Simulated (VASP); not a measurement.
# MgO (Fm-3m) in VASP: single point with PBE

Aim: the single point of MgO with PBE.

Program: VASP 6.6.1. These are calculated values, not measurements. Logs are shortened: lines on timing, memory, paths and dates and some standing lists are left out, and cuts for length are marked.

## Step 1: The cell of the first run

It takes space group Fm-3m (No. 225, cubic). The conventional cell has a = 4.210 Å, b = 4.210 Å, c = 4.210 Å, α = 90.00°, β = 90.00°, γ = 90.00°. Within 2.8 Å of Mg (site symmetry m-3m) lie 6 O at 2.10 Å. O (site symmetry m-3m) has 6 Mg at 2.10 Å within 2.8 Å.

## Step 2: Single point, PBE

The input, INCAR:

```
  PREC = Accurate
  ENCUT = 520
  EDIFF = 1E-6
  ISMEAR = 0
  SIGMA = 0.01
  LREAL = F
  LASPH = T
  NELM = 60
  ALGO = Normal
  ISIF = 2
  LWAVE = F
  LCHARG = T
  GGA = PE
  LELF = T
  LVHAR = T
  NBANDS = 11
```

The input, KPOINTS:

```
regular mesh
0
Gamma
  6 6 6
```

The input, POSCAR:

```
MgO
1.0
    0.0000000000      2.1050000000      2.1050000000
    2.1050000000      0.0000000000      2.1050000000
    2.1050000000      2.1050000000      0.0000000000
Mg O
1 1
Direct
    0.0000000000      0.0000000000      0.0000000000
    0.5000000000      0.5000000000      0.5000000000
```

Potentials or basis: VASP PAW PBE potentials, release 64 (Mg, O).

The run is started by

```sh
$ cat potpaw_PBE.64/Mg/POTCAR potpaw_PBE.64/O/POTCAR > POTCAR
$ mpirun -np 1 vasp_std > vasp.out
```

OUTCAR:

```text
PREC = Accurate
   ENCUT = 520
   EDIFF = 1E-6
   ISMEAR = 0
   LREAL = F
   LASPH = T
   NELM = 60
   ISIF = 2
   GGA = PE

 ion  position               nearest neighbor table
   1  0.000  0.000  0.000-   2 2.10   2 2.10   2 2.10   2 2.10   2 2.10   2 2.10
   2  0.500  0.500  0.500-   1 2.10   1 2.10   1 2.10   1 2.10   1 2.10   1 2.10

  LATTYP: Found a face centered cubic cell.
 ALAT       =     4.2100000000

  Lattice vectors:

 A1 = (   0.0000000000,   2.1050000000,   2.1050000000)
 A2 = (   2.1050000000,   0.0000000000,   2.1050000000)
 A3 = (   2.1050000000,   2.1050000000,   0.0000000000)

Analysis of symmetry for initial positions (statically):
=====================================================================
 Subroutine PRICEL returns:
 Original cell was already a primitive cell.

 Routine SETGRP: Setting up the symmetry group for a
 face centered cubic supercell.

 Subroutine GETGRP returns: Found 48 space group operations
 (whereof 48 operations were pure point group operations)
 out of a pool of 48 trial point group operations.

The static configuration has the point symmetry O_h .

Analysis of symmetry for dynamics (positions and initial velocities):
=====================================================================
 Subroutine PRICEL returns:
 Original cell was already a primitive cell.

 Routine SETGRP: Setting up the symmetry group for a
 face centered cubic supercell.

 Subroutine GETGRP returns: Found 48 space group operations
 (whereof 48 operations were pure point group operations)
 out of a pool of 48 trial point group operations.

The dynamic configuration has the point symmetry O_h .

 Subroutine INISYM returns: Found 48 space group operations
 (whereof 48 operations are pure point group operations),
 and found     1 'primitive' translations

----------------------------------------------------------------------------------------

                                     Primitive cell

  volume of cell :      18.6546

  direct lattice vectors                    reciprocal lattice vectors
     0.000000000  2.105000000  2.105000000    -0.237529691  0.237529691  0.237529691
     2.105000000  0.000000000  2.105000000     0.237529691 -0.237529691  0.237529691
     2.105000000  2.105000000  0.000000000     0.237529691  0.237529691 -0.237529691

  length of vectors
     2.976919549  2.976919549  2.976919549     0.411413493  0.411413493  0.411413493

  position of ions in fractional coordinates (direct lattice)
     0.000000000  0.000000000  0.000000000
     0.500000000  0.500000000  0.500000000

  ion indices of the primitive-cell ions
   primitive index   ion index
                 1           1
                 2           2

----------------------------------------------------------------------------------------

 KPOINTS: regular mesh

Automatic generation of k-mesh.
 Grid dimensions read from file:
 generate k-points for:    6    6    6

 Generating k-lattice:

  Cartesian coordinates                     Fractional coordinates (reciprocal lattice)
    -0.039588282  0.039588282  0.039588282     0.166666667  0.000000000  0.000000000
     0.039588282 -0.039588282  0.039588282     0.000000000  0.166666667  0.000000000
     0.039588282  0.039588282 -0.039588282     0.000000000  0.000000000  0.166666667

  Length of vectors
     0.068568916  0.068568916  0.068568916

  Shift w.r.t. Gamma in fractional coordinates (k-lattice)
     0.000000000  0.000000000  0.000000000

 Subroutine IBZKPT returns following result:
 ===========================================

 Found     16 irreducible k-points:

 Following reciprocal coordinates:
            Coordinates               Weight
  0.000000  0.000000  0.000000      1.000000
  0.166667  0.000000  0.000000      8.000000
  0.333333  0.000000  0.000000      8.000000
  0.500000  0.000000  0.000000      4.000000
  0.166667  0.166667  0.000000      6.000000
  0.333333  0.166667  0.000000     24.000000
[... 8 lines left out ...]
 -0.333333  0.333333  0.166667     24.000000
 -0.333333  0.500000  0.166667     12.000000
   k-points           NKPTS =     16   k-points in BZ     NKDIM =     16   number of bands    NBANDS=     11
   number of dos      NEDOS =    301   number of ions     NIONS =      2
   total plane-waves  NPLWV =  13824
   dimension x,y,z NGX =    24 NGY =   24 NGZ =   24
   dimension x,y,z NGXF=    48 NGYF=   48 NGZF=   48
   ions per type =               1   1
   NGX,Y,Z   is equivalent  to a cutoff of  13.40, 13.40, 13.40 a.u.
   NGXF,Y,Z  is equivalent  to a cutoff of  26.81, 26.81, 26.81 a.u.
 SYSTEM =  unknown system
   PREC   = accura    normal or accurate (medium, high low for compatibility)
   ISTART =      0    job   : 0-new  1-cont  2-samecut
   ICHARG =      2    charge: 1-file 2-atom 10-const
   ISPIN  =      1    spin polarized calculation?
   LNONCOLLINEAR =      F non collinear calculations
   LSORBIT =      F    spin-orbit coupling
   LASPH  =      T    aspherical Exc in radial PAW
   ENCUT  =  520.0 eV  38.22 Ry    6.18 a.u.   5.54  5.54  5.54*2*pi/ulx,y,z
   NELM   =     60;   NELMIN=  2; NELMDL= -5     # of ELM steps
   EDIFF  = 0.1E-05   stopping-criterion for ELM
   LREAL  =      F    real-space projection
   EDIFFG = 0.1E-04   stopping-criterion for IOM
   NSW    =      0    number of steps for IOM
   IBRION =     -1    ionic relax: 0-MD 1-quasi-New 2-CG
   NFREE  =      0    steps in history (QN), initial steepest desc. (CG)
   ISIF   =      2    stress and relaxation
   ISYM   =      2    0-nonsym 1-usesym 2-fastsym
   POTIM  = 0.5000    time-step for ionic-motion
   TEBEG  =    0.0;   TEEND  =   0.0 temperature during run
   PSTRESS=    0.0 pullay stress
   NELECT =       8.0000    total number of electrons
   NUPDOWN=      -1.0000    fix difference up-down
   EMIN   =  10.00;   EMAX   =-10.00  energy-range for DOS
   EFERMI =   0.00;   METHOD = LEGACY
   ISMEAR =     0;   SIGMA  =   0.01  broadening in eV -4-tet -1-fermi 0-gaus
   EFERMI_NEDOS =   21; number of points for ismear=-14 and -15
   IALGO  =     38    algorithm
   IMIX   =      4    mixing-type and parameters
     AMIX     =   0.40;   BMIX     =  1.00
     AMIX_MAG =   1.60;   BMIX_MAG =  1.00
  volume/ion in A,a.u.               =       9.33        62.94
  Fermi-wavevector in a.u.,A,eV,Ry     =   1.234552  2.332965 20.736894  1.524119
  Thomas-Fermi vector in A             =   2.369237
   LORBIT       =      0    0 simple, 1 ext, 2 COOP (PROOUT), +10 PAW based schemes
   GGA     = PE    functional components
   LHFCALC =     F    Hartree Fock is set to
   AEXX    =    0.0000 exact exchange contribution
   IVDW    =     0    specifies the selected vdW correction
   LEPSILON=     F    determine dielectric tensor
   LRPA    =     F    only Hartree local field effects (RPA)
 non-spin polarized calculation
 Gauss-broadening in eV      SIGMA  =   0.01
  energy-cutoff  :      520.00
  volume of cell :       18.65
 maximum number of plane-waves:       531
 NGX is ok and might be reduce to    24
   NGX = 11   NGY = 11   NGZ = 11

 number of electron       8.0000005 magnetization

 Free energy of the ion-electron system (eV)
  ---------------------------------------------------
  ext. energy  EPLUGINS =         0.00000000
  ---------------------------------------------------
  free energy    TOTEN  =       -11.90441342 eV

  energy without entropy =      -11.90441342  energy(sigma->0) =      -11.90441342

 E-fermi :   3.2490     XC(G=0): -11.0854

 val. band max:        3.1988561028   @ k =   0.0000   0.0000   0.0000
 cond. band min:       7.9391443250   @ k =   0.0000   0.0000   0.0000
 fundamental gap:      4.7402882222
 Fermi energy:         3.2490257662

 k-point     1 :       0.0000    0.0000    0.0000
  band No.  band energies     occupation
      1     -14.0723      2.00000
      2       3.1989      2.00000
      3       3.1989      2.00000
      4       3.1989      2.00000
      5       7.9391      0.00000
      6      19.0062      0.00000
      7      19.0062      0.00000
      8      19.0062      0.00000
      9      22.9269      0.00000
     10      24.7028      0.00000
     11      24.7028      0.00000

 k-point     2 :       0.1667    0.0000    0.0000
  band No.  band energies     occupation
      1     -13.7885      2.00000
      2       1.6883      2.00000
      3       3.0242      2.00000
      4       3.0242      2.00000
      5       9.3621      0.00000
      6      16.6760      0.00000
      7      19.5801      0.00000
      8      19.5801      0.00000
      9      23.4212      0.00000
     10      23.4212      0.00000
     11      25.5086      0.00000

 k-point     3 :       0.3333    0.0000    0.0000
  band No.  band energies     occupation
      1     -13.1505      2.00000
      2      -0.4753      2.00000
      3       2.6976      2.00000
      4       2.6976      2.00000
      5      10.8772      0.00000
      6      15.5327      0.00000
      7      19.7891      0.00000
      8      19.7891      0.00000
      9      24.1173      0.00000
     10      24.1173      0.00000
     11      24.6548      0.00000

 k-point     4 :       0.5000    0.0000    0.0000
  band No.  band energies     occupation
      1     -12.7842      2.00000
      2      -1.4242      2.00000
      3       2.5442      2.00000
      4       2.5442      2.00000
      5      11.1044      0.00000
      6      15.8224      0.00000
      7      19.5238      0.00000
      8      19.5238      0.00000
      9      24.1117      0.00000
     10      25.7198      0.00000
     11      25.7198      0.00000
[... 127 lines left out ...]
 k-point    14 :       0.5000    0.3333    0.1667
  band No.  band energies     occupation
      1     -12.7781      2.00000
      2      -0.3442      2.00000
      3       1.3458      2.00000
      4       2.1806      2.00000
      5      13.2166      0.00000
      6      14.2792      0.00000
      7      16.7708      0.00000
      8      20.4075      0.00000
      9      22.6773      0.00000
     10      26.1049      0.00000
     11      31.0843      0.00000

 k-point    15 :      -0.3333    0.3333    0.1667
  band No.  band energies     occupation
      1     -12.5540      2.00000
      2      -0.3926      2.00000
      3       0.7280      2.00000
      4       1.9307      2.00000
      5      13.7783      0.00000
      6      15.1591      0.00000
      7      15.9479      0.00000
      8      19.7128      0.00000
      9      24.0004      0.00000
     10      25.2267      0.00000
     11      30.9494      0.00000

 k-point    16 :      -0.3333    0.5000    0.1667
  band No.  band energies     occupation
      1     -12.4857      2.00000
      2      -0.3648      2.00000
      3       0.9544      2.00000
      4       1.5281      2.00000
      5      13.7548      0.00000
      6      14.6298      0.00000
      7      15.6901      0.00000
      8      19.7153      0.00000
      9      23.4028      0.00000
     10      27.8695      0.00000
     11      29.4159      0.00000

------------------------ aborting loop because EDIFF is reached ----------------------------------------

  FORCE on cell =-STRESS in cart. coord.  units (eV):
  Direction    XX          YY          ZZ          XY          YZ          ZX
  --------------------------------------------------------------------------------------
  -------------------------------------------------------------------------------------
  Total        0.4881682      0.4881682      0.4881682     -0.0000000     -0.0000000      0.0000000
  in kB       41.9270023     41.9270023     41.9270023     -0.0000000     -0.0000000      0.0000000
  external PRESSURE =      41.9270023 kB  Pullay stress =       0.0000000 kB

 VOLUME and BASIS-vectors are now :
 -----------------------------------------------------------------------------
  energy-cutoff  :      520.00
  volume of cell :       18.65
      direct lattice vectors                 reciprocal lattice vectors
     0.000000000  2.105000000  2.105000000    -0.237529691  0.237529691  0.237529691
     2.105000000  0.000000000  2.105000000     0.237529691 -0.237529691  0.237529691
     2.105000000  2.105000000  0.000000000     0.237529691  0.237529691 -0.237529691

 POSITION                                       TOTAL-FORCE (eV/Angst)
 -----------------------------------------------------------------------------------
      0.00000      0.00000      0.00000         0.000000      0.000000      0.000000
      2.10500      2.10500      2.10500        -0.000000     -0.000000     -0.000000
 -----------------------------------------------------------------------------------
    total drift:                               -0.000000     -0.000000      0.000000

  FREE ENERGIE OF THE ION-ELECTRON SYSTEM (eV)
  ---------------------------------------------------
  free  energy   TOTEN  =       -11.9044134212 eV

  energy  without entropy=      -11.9044134212  energy(sigma->0) =      -11.90441342
```

Run time: 2.5 s. Hardware: 1 thread of Intel Xeon 6975P-C, shared host; peak memory 0.14 GiB.

Results:

| Property | Result |
| --- | --- |
| Free energy | -11.9044 eV |
| Pressure | 4.2 GPa |
| Band gap on the k mesh | 4.74 eV, direct |

Levels at points of the mesh, in eV from the valence-band top:
| k point | band 2 | band 3 | band 4 | band 5 | band 6 | band 7 |
| --- | --- | --- | --- | --- | --- | --- |
| (0.00, 0.00, 0.00) | 0.00 | 0.00 | 0.00 | 4.74 | 15.81 | 15.81 |
| (0.50, 0.00, 0.00) | -4.62 | -0.65 | -0.65 | 7.91 | 12.62 | 16.32 |
| (0.50, 0.50, 0.00) | -4.09 | -1.35 | -1.35 | 9.12 | 9.98 | 13.12 |

Caveat: the k points lie up to 0.43 Å⁻¹ apart. As with any semilocal functional, this PBE gap is likely too small.
